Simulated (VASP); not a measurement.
# Ga2Te2S (P4mm) in VASP: a series of runs

Ga2Te2S is run at these levels: PBE; tasks: single point, relaxation of cell and atoms.

Program: VASP 6.6.1. These are calculated values, not measurements. Logs are shortened: lines on timing, memory, paths and dates and some standing lists are left out, and cuts for length are marked.

### 1 The cell of the first run

The structure is tetragonal, space group P4mm (No. 99). Conventional cell: a = 5.002 Å, b = 5.002 Å, c = 5.566 Å, α = 90.00°, β = 90.00°, γ = 90.00°. Within 3.6 Å of Ga (site symmetry 2mm) lie 2 S at 2.51 Å and 4 Te at 2.52 to 3.42 Å and 4 Ga at 3.54 Å. Within 3.3 Å of Te (site symmetry 4mm) lie 4 Ga at 2.52 Å and 2 Te at 2.67 to 2.89 Å. Within 3.5 Å of Te (site symmetry 4mm) lie 2 Te at 2.67 to 2.89 Å and 4 Ga at 3.42 Å. S (site symmetry 4mm) has 4 Ga at 2.51 Å within 3.3 Å.

The cell was generated, and may not be a known phase.

### 2 Single point, PBE

Input file INCAR:

```
SYSTEM = Ga2Te2S
ALGO = Normal
EDIFF = 1E-7
ENCUT = 520
GGA = PE
ISIF = 2
ISMEAR = 0
LASPH = .True.
LCHARG = .False.
LREAL = .False.
LWAVE = .False.
NBANDS = 30
NELM = 60
PREC = Accurate
SIGMA = 0.1
```

Input file KPOINTS:

```
k-points
0
Gamma
  4 4 4
  0 0 0
```

Input file POSCAR:

```
Ga2Te2S
1.0
    5.0016770000      0.0000000000      0.0000000000
    0.0000000000      5.0016770000      0.0000000000
    0.0000000000      0.0000000000      5.5655082000
Ga Te S
2 2 1
Direct
    0.5000000000      0.0000000000      0.1221531100
    0.0000000000      0.5000000000      0.1221531100
    0.0000000000      0.0000000000      0.1833228500
    0.0000000000      0.0000000000      0.7033688300
    0.5000000000      0.5000000000      0.0747312000
```

Potentials or basis: VASP PAW PBE potentials, release 64 (Ga_d, Te, S).

The run is started by

```bash
$ cat potpaw_PBE.64/Ga_d/POTCAR potpaw_PBE.64/Te/POTCAR potpaw_PBE.64/S/POTCAR > POTCAR
$ mpirun -np 1 vasp_std > vasp.out
```

OUTCAR:

```text
SYSTEM = Ga2Te2S
   EDIFF = 1E-7
   ENCUT = 520
   GGA = PE
   ISIF = 2
   ISMEAR = 0
   LASPH = .True.
   LREAL = .False.
   NELM = 60
   PREC = Accurate

 ion  position               nearest neighbor table
   1  0.500  0.000  0.122-   5 2.51   5 2.51   3 2.52   3 2.52
   2  0.000  0.500  0.122-   5 2.51   5 2.51   3 2.52   3 2.52
   3  0.000  0.000  0.183-   1 2.52   2 2.52   2 2.52   1 2.52   4 2.67   4 2.89
   4  0.000  0.000  0.703-   3 2.67   3 2.89
   5  0.500  0.500  0.075-   1 2.51   2 2.51   1 2.51   2 2.51

  LATTYP: Found a simple tetragonal cell.
 ALAT       =     5.0016770000
 C/A-ratio  =     1.1127284309

  Lattice vectors:

 A1 = (   5.0016770000,   0.0000000000,   0.0000000000)
 A2 = (   0.0000000000,   5.0016770000,   0.0000000000)
 A3 = (   0.0000000000,   0.0000000000,   5.5655082000)

Analysis of symmetry for initial positions (statically):
=====================================================================
 Subroutine PRICEL returns:
 Original cell was already a primitive cell.

 Routine SETGRP: Setting up the symmetry group for a
 simple tetragonal supercell.

 Subroutine GETGRP returns: Found  8 space group operations
 (whereof  8 operations were pure point group operations)
 out of a pool of 16 trial point group operations.

The static configuration has the point symmetry C_4v.

Analysis of symmetry for dynamics (positions and initial velocities):
=====================================================================
 Subroutine PRICEL returns:
 Original cell was already a primitive cell.

 Routine SETGRP: Setting up the symmetry group for a
 simple tetragonal supercell.

 Subroutine GETGRP returns: Found  8 space group operations
 (whereof  8 operations were pure point group operations)
 out of a pool of 16 trial point group operations.

The dynamic configuration has the point symmetry C_4v.

 Subroutine INISYM returns: Found  8 space group operations
 (whereof  8 operations are pure point group operations),
 and found     1 'primitive' translations

----------------------------------------------------------------------------------------

                                     Primitive cell

  volume of cell :     139.2311

  direct lattice vectors                    reciprocal lattice vectors
     5.001677000  0.000000000  0.000000000     0.199932942  0.000000000  0.000000000
     0.000000000  5.001677000  0.000000000     0.000000000  0.199932942  0.000000000
     0.000000000  0.000000000  5.565508200     0.000000000  0.000000000  0.179678111

  length of vectors
     5.001677000  5.001677000  5.565508200     0.199932942  0.199932942  0.179678111

  position of ions in fractional coordinates (direct lattice)
     0.500000000  0.000000000  0.122153110
     0.000000000  0.500000000  0.122153110
     0.000000000  0.000000000  0.183322850
     0.000000000  0.000000000  0.703368830
     0.500000000  0.500000000  0.074731200

  ion indices of the primitive-cell ions
   primitive index   ion index
                 1           1
                 2           2
                 3           3
                 4           4
                 5           5

----------------------------------------------------------------------------------------

 KPOINTS: k-points

Automatic generation of k-mesh.
 Grid dimensions read from file:
 generate k-points for:    4    4    4

 Generating k-lattice:

  Cartesian coordinates                     Fractional coordinates (reciprocal lattice)
     0.049983236  0.000000000  0.000000000     0.250000000  0.000000000  0.000000000
     0.000000000  0.049983236  0.000000000     0.000000000  0.250000000  0.000000000
     0.000000000  0.000000000  0.044919528     0.000000000  0.000000000  0.250000000

  Length of vectors
     0.049983236  0.049983236  0.044919528

  Shift w.r.t. Gamma in fractional coordinates (k-lattice)
     0.000000000  0.000000000  0.000000000

 Subroutine IBZKPT returns following result:
 ===========================================

 Found     18 irreducible k-points:

 Following reciprocal coordinates:
            Coordinates               Weight
  0.000000  0.000000  0.000000      1.000000
  0.250000  0.000000  0.000000      4.000000
  0.500000  0.000000  0.000000      2.000000
  0.250000  0.250000  0.000000      4.000000
  0.500000  0.250000  0.000000      4.000000
  0.500000  0.500000  0.000000      1.000000
[... 10 lines left out ...]
  0.500000  0.250000  0.500000      4.000000
  0.500000  0.500000  0.500000      1.000000
   k-points           NKPTS =     18   k-points in BZ     NKDIM =     18   number of bands    NBANDS=     30
   number of dos      NEDOS =    301   number of ions     NIONS =      5
   total plane-waves  NPLWV =  67200
   dimension x,y,z NGX =    40 NGY =   40 NGZ =   42
   dimension x,y,z NGXF=    80 NGYF=   80 NGZF=   84
   ions per type =               2   2   1
   NGX,Y,Z   is equivalent  to a cutoff of  13.30, 13.30, 12.55 a.u.
   NGXF,Y,Z  is equivalent  to a cutoff of  26.59, 26.59, 25.09 a.u.
 SYSTEM =  Ga2Te2S
   PREC   = accura    normal or accurate (medium, high low for compatibility)
   ISTART =      0    job   : 0-new  1-cont  2-samecut
   ICHARG =      2    charge: 1-file 2-atom 10-const
   ISPIN  =      1    spin polarized calculation?
   LNONCOLLINEAR =      F non collinear calculations
   LSORBIT =      F    spin-orbit coupling
   LASPH  =      T    aspherical Exc in radial PAW
   ENCUT  =  520.0 eV  38.22 Ry    6.18 a.u.   9.30  9.30 10.35*2*pi/ulx,y,z
   NELM   =     60;   NELMIN=  2; NELMDL= -5     # of ELM steps
   EDIFF  = 0.1E-06   stopping-criterion for ELM
   LREAL  =      F    real-space projection
   EDIFFG = 0.1E-05   stopping-criterion for IOM
   NSW    =      0    number of steps for IOM
   IBRION =     -1    ionic relax: 0-MD 1-quasi-New 2-CG
   NFREE  =      0    steps in history (QN), initial steepest desc. (CG)
   ISIF   =      2    stress and relaxation
   ISYM   =      2    0-nonsym 1-usesym 2-fastsym
   POTIM  = 0.5000    time-step for ionic-motion
   TEBEG  =    0.0;   TEEND  =   0.0 temperature during run
   PSTRESS=    0.0 pullay stress
   NELECT =      44.0000    total number of electrons
   NUPDOWN=      -1.0000    fix difference up-down
   EMIN   =  10.00;   EMAX   =-10.00  energy-range for DOS
   EFERMI =   0.00;   METHOD = LEGACY
   ISMEAR =     0;   SIGMA  =   0.10  broadening in eV -4-tet -1-fermi 0-gaus
   EFERMI_NEDOS =   21; number of points for ismear=-14 and -15
   IALGO  =     38    algorithm
   IMIX   =      4    mixing-type and parameters
     AMIX     =   0.40;   BMIX     =  1.00
     AMIX_MAG =   1.60;   BMIX_MAG =  1.00
  volume/ion in A,a.u.               =      27.85       187.92
  Fermi-wavevector in a.u.,A,eV,Ry     =   1.115100  2.107233 16.918127  1.243447
  Thomas-Fermi vector in A             =   2.251701
   LORBIT       =      0    0 simple, 1 ext, 2 COOP (PROOUT), +10 PAW based schemes
   GGA     = PE    functional components
   LHFCALC =     F    Hartree Fock is set to
   AEXX    =    0.0000 exact exchange contribution
   IVDW    =     0    specifies the selected vdW correction
   LEPSILON=     F    determine dielectric tensor
   LRPA    =     F    only Hartree local field effects (RPA)
 non-spin polarized calculation
 Gauss-broadening in eV      SIGMA  =   0.10
  energy-cutoff  :      520.00
  volume of cell :      139.23
 maximum number of plane-waves:      3772
 NGX is ok and might be reduce to    40
   NGX = 19   NGY = 19   NGZ = 21

 number of electron      44.0000004 magnetization

 Free energy of the ion-electron system (eV)
  ---------------------------------------------------
  ext. energy  EPLUGINS =         0.00000000
  ---------------------------------------------------
  free energy    TOTEN  =       -14.61232754 eV

  energy without entropy =      -14.61028585  energy(sigma->0) =      -14.61130669

 E-fermi :   4.6957     XC(G=0):  -8.8612

 val. band max:        4.6074303553   @ k =   0.5000   0.0000   0.5000
 cond. band min:       4.8058987144   @ k =   0.2500   0.0000   0.0000
 fundamental gap:      0.1984683591
 Fermi energy:         4.6957205667

 k-point     1 :       0.0000    0.0000    0.0000
  band No.  band energies     occupation
      1     -11.6027      2.00000
      2     -11.2628      2.00000
      3     -11.0991      2.00000
      4     -11.0763      2.00000
      5     -11.0763      2.00000
      6     -11.0753      2.00000
[... 22 lines left out ...]
     29       9.3879      0.00000
     30      10.4007      0.00000

 k-point     2 :       0.2500    0.0000    0.0000
  band No.  band energies     occupation
      1     -11.5034      2.00000
      2     -11.2075      2.00000
      3     -11.1271      2.00000
      4     -11.0774      2.00000
      5     -11.0759      2.00000
      6     -11.0616      2.00000
[... 22 lines left out ...]
     29       9.8077      0.00000
     30      10.4179      0.00000

 k-point     3 :       0.5000    0.0000    0.0000
  band No.  band energies     occupation
      1     -11.3718      2.00000
      2     -11.2015      2.00000
      3     -11.1262      2.00000
      4     -11.0800      2.00000
      5     -11.0749      2.00000
      6     -11.0523      2.00000
[... 22 lines left out ...]
     29      10.1815      0.00000
     30      10.1927      0.00000

 k-point     4 :       0.2500    0.2500    0.0000
  band No.  band energies     occupation
      1     -11.4114      2.00000
      2     -11.1596      2.00000
      3     -11.1452      2.00000
      4     -11.0920      2.00000
      5     -11.0650      2.00000
      6     -11.0490      2.00000
[... 22 lines left out ...]
     29      10.2671      0.00000
     30      10.8198      0.00000

 k-point     5 :       0.5000    0.2500    0.0000
  band No.  band energies     occupation
      1     -11.2863      2.00000
      2     -11.1934      2.00000
      3     -11.1037      2.00000
      4     -11.0988      2.00000
      5     -11.0671      2.00000
      6     -11.0616      2.00000
[... 22 lines left out ...]
     29      10.2502      0.00000
     30      10.7120      0.00000
[... 328 lines left out ...]
     29       9.8055      0.00000
     30      11.1593      0.00000

 k-point    16 :       0.2500    0.2500    0.5000
  band No.  band energies     occupation
      1     -11.3968      2.00000
      2     -11.1594      2.00000
      3     -11.1451      2.00000
      4     -11.0945      2.00000
      5     -11.0652      2.00000
      6     -11.0490      2.00000
[... 22 lines left out ...]
     29      10.5876      0.00000
     30      11.0791      0.00000

 k-point    17 :       0.5000    0.2500    0.5000
  band No.  band energies     occupation
      1     -11.2777      2.00000
      2     -11.1932      2.00000
      3     -11.1036      2.00000
      4     -11.1023      2.00000
      5     -11.0667      2.00000
      6     -11.0618      2.00000
[... 22 lines left out ...]
     29      10.1702      0.00000
     30      10.7245      0.00000

 k-point    18 :       0.5000    0.5000    0.5000
  band No.  band energies     occupation
      1     -11.1935      2.00000
      2     -11.1935      2.00000
      3     -11.1167      2.00000
      4     -11.0742      2.00000
      5     -11.0742      2.00000
      6     -11.0566      2.00000
[... 22 lines left out ...]
     29       8.0675      0.00000
     30       8.2968      0.00000

------------------------ aborting loop because EDIFF is reached ----------------------------------------

  FORCE on cell =-STRESS in cart. coord.  units (eV):
  Direction    XX          YY          ZZ          XY          YZ          ZX
  --------------------------------------------------------------------------------------
  -------------------------------------------------------------------------------------
  Total        7.5844506      7.5844506     12.1997319      0.0000000      0.0000000      0.0000000
  in kB       87.2767568     87.2767568    140.3863094      0.0000000      0.0000000      0.0000000
  external PRESSURE =     104.9799410 kB  Pullay stress =       0.0000000 kB

 VOLUME and BASIS-vectors are now :
 -----------------------------------------------------------------------------
  energy-cutoff  :      520.00
  volume of cell :      139.23
      direct lattice vectors                 reciprocal lattice vectors
     5.001677000  0.000000000  0.000000000     0.199932942  0.000000000  0.000000000
     0.000000000  5.001677000  0.000000000     0.000000000  0.199932942  0.000000000
     0.000000000  0.000000000  5.565508200     0.000000000  0.000000000  0.179678111

 POSITION                                       TOTAL-FORCE (eV/Angst)
 -----------------------------------------------------------------------------------
      2.50084      0.00000      0.67984         0.000000     -0.000000     -0.777470
      0.00000      2.50084      0.67984         0.000000     -0.000000     -0.777470
      0.00000      0.00000      1.02028         0.000000     -0.000000      3.298678
      0.00000      0.00000      3.91460         0.000000     -0.000000     -1.660425
      2.50084      2.50084      0.41592         0.000000      0.000000     -0.083311
 -----------------------------------------------------------------------------------
    total drift:                               -0.000000      0.000000      0.000599

  FREE ENERGIE OF THE ION-ELECTRON SYSTEM (eV)
  ---------------------------------------------------
  free  energy   TOTEN  =       -14.6123275355 eV

  energy  without entropy=      -14.6102858518  energy(sigma->0) =      -14.61130669
```

Wall time 71 s (1 thread of Intel Xeon Platinum 8488C (Sapphire Rapids), shared host); peak memory 0.27 GiB.

Results:

```yaml
Free_energy: -14.6123 eV
Pressure: 10.5 GPa
Largest_force: 3.299 eV/Å
Band_gap_on_the_k_mesh: zero (bands 22 and 23 overlap by 3.32 eV)
```

Forces on the atoms (eV/Å):
```
Ga   0.000  0.000 -0.777
Ga   0.000  0.000 -0.777
Te   0.000  0.000  3.299
Te   0.000  0.000 -1.660
S    0.000  0.000 -0.083
```

Levels at points of the mesh, in eV from the Fermi level:
```
           k point  band 19  band 20  band 21  band 22  band 23  band 24  band 25  band 26
(0.00, 0.00, 0.00)    -3.39    -2.80    -2.03    -0.36    -0.36     2.22     3.21     3.85
(0.50, 0.00, 0.00)    -3.01    -0.94    -0.26    -0.18     0.61     1.65     2.10     4.14
(0.50, 0.50, 0.00)    -2.07    -1.42    -1.42     1.19     1.19     1.93     2.37     3.12
(0.00, 0.00, 0.50)    -3.30    -2.40    -1.55    -1.27    -1.27    -0.28     1.50     2.85
(0.50, 0.00, 0.50)    -1.91    -1.27    -1.17    -0.58    -0.09     0.96     1.56     3.54
(0.50, 0.50, 0.50)    -1.55    -1.49    -1.49    -0.67     2.15     2.41     3.18     3.24
```

Caveat: the stress differs along the axes, from 9 to 14 GPa; spin-orbit coupling is left out, which moves the levels of the heavy elements; forces of over 1 eV/Å act on the atoms, so gaps and moduli don't describe the material at rest.

### 3 Relaxation of cell and atoms, PBE

Input file INCAR:

```
PREC = Accurate ; ENCUT = 600
EDIFF = 1E-6 ; ISMEAR = 0
SIGMA = 0.1 ; LREAL = False
LASPH = True ; NELM = 100
ALGO = Normal ; ISIF = 3
LWAVE = False ; LCHARG = False
GGA = PE ; IBRION = 2
NSW = 90 ; EDIFFG = -0.04
```

Input file KPOINTS:

```
Automatic mesh
0
Gamma
  4 4 4
```

POSCAR is that of step 2.

Potentials or basis: VASP PAW PBE potentials, release 64 (Ga_d, Te, S).

The run is started by

```bash
$ cat potpaw_PBE.64/Ga_d/POTCAR potpaw_PBE.64/Te/POTCAR potpaw_PBE.64/S/POTCAR > POTCAR
$ mpirun -np 1 vasp_std > vasp.out
```

Wall time 20 min (1 thread of Intel Xeon Platinum 8488C (Sapphire Rapids), shared host); peak memory 0.33 GiB.

Results (log left out):

```
Free energy                           : -17.1783 eV
Relaxed volume                        : 31.06 Å³/atom
Relaxed cell                          : a = 5.002 Å, b = 5.002 Å, c = 6.205 Å, α = 90.00°, β = 90.00°, γ = 90.00°
Space group after relaxing (to 0.1 Å) : P4mm (No. 99)
Energy gained by relaxing             : 513.2 meV/atom
Ionic steps                           : 31
Pressure after relaxing               : 0.0 GPa
Largest force after relaxing          : 0.025 eV/Å
Band gap on the k mesh                : zero (bands 22 and 23 overlap by 3.52 eV)
```

Forces in eV/Å, atoms in the order of the input:
```
Ga   0.000  0.000  0.023
Ga   0.000  0.000  0.023
Te   0.000  0.000 -0.021
Te   0.000  0.000  0.001
S    0.000  0.000 -0.025
```

The path:
```
step  energy change (eV)  largest force (eV/Å)  pressure (GPa)  volume (Å³)
   1              0.0000                3.2985           10.50       139.23
   2             -1.0416                0.7090           -1.94       179.24
   3             -1.0807                0.9123           -0.46       169.73
   4             -1.0813                0.8869           -0.61       170.63
   5             -1.2060                0.9035           -0.59       169.23
   6             -1.6185                1.1048           -0.50       165.02
   7             -2.2835                1.5093            0.07       156.65
   8             -1.0343                3.4452            7.47       140.13
   9             -2.3462                1.6998            0.63       153.60
  10             -2.4471                1.0504            0.27       153.77
  11             -2.4760                0.7761            0.15       153.91
  12             -2.5135                0.5626            0.02       154.35
  13             -2.5526                0.2285           -0.18       155.27
  14             -2.5533                0.1616           -0.18       155.44
  15             -2.5534                0.1804           -0.17       155.39
  16             -2.5568                0.0923            0.09       154.56
  17             -2.5571                0.0857            0.19       154.26
  18             -2.5587                0.0807           -0.02       154.98
  19             -2.5590                0.0788           -0.04       155.23
  20             -2.5593                0.0755           -0.18       155.72
  21             -2.5600                0.0666           -0.04       155.60
  22             -2.5604                0.0592            0.04       155.45
  23             -2.5613                0.0549           -0.02       155.56
  24             -2.5632                0.0496           -0.11       155.87
  25             -2.5632                0.1056           -0.34       156.48
  26             -2.5639                0.0496           -0.23       156.16
  27             -2.5645                0.0492           -0.14       155.92
  28             -2.5648                0.0494           -0.09       155.70
  29             -2.5652                0.0499            0.04       155.28
  30             -2.5654                0.0428            0.00       155.28
  31             -2.5660                0.0249            0.01       155.28
```

Final structure:
```yaml
crystal:
  lattice:
    - [5.00242, 0.00000, 0.00000]
    - [0.00000, 5.00242, 0.00000]
    - [0.00000, 0.00000, 6.20527]
  atoms:
    - { symbol: Ga, position: [0.50000, 0.00000, 0.03784] }
    - { symbol: Ga, position: [0.00000, 0.50000, 0.03784] }
    - { symbol: Te, position: [0.00000, 0.00000, 0.29672] }
    - { symbol: Te, position: [0.00000, 0.00000, 0.77939] }
    - { symbol: S, position: [0.50000, 0.50000, 0.05393] }
```

Levels at points of the mesh, in eV from the Fermi level:
| k point | band 19 | band 20 | band 21 | band 22 | band 23 | band 24 | band 25 | band 26 |
| --- | --- | --- | --- | --- | --- | --- | --- | --- |
| (0.00, 0.00, 0.00) | -2.60 | -2.60 | -1.41 | -1.10 | -1.10 | 1.93 | 2.30 | 3.18 |
| (0.50, 0.00, 0.00) | -3.58 | -0.99 | -0.98 | -0.52 | 0.55 | 1.49 | 2.76 | 3.10 |
| (0.50, 0.50, 0.00) | -2.32 | -1.91 | -1.91 | 1.62 | 1.62 | 2.56 | 2.79 | 3.65 |
| (0.00, 0.00, 0.50) | -2.19 | -2.19 | -2.09 | -2.09 | -1.90 | -0.31 | 1.54 | 3.12 |
| (0.50, 0.00, 0.50) | -2.42 | -2.02 | -1.80 | -1.42 | 0.61 | 0.78 | 1.59 | 3.89 |
| (0.50, 0.50, 0.50) | -2.40 | -2.15 | -1.20 | -1.20 | 2.66 | 2.66 | 2.82 | 3.53 |

Caveat: spin-orbit coupling is left out, which moves the levels of the heavy elements.

The gap in the log of VASP goes by the Fermi energy; the results here count the filled bands.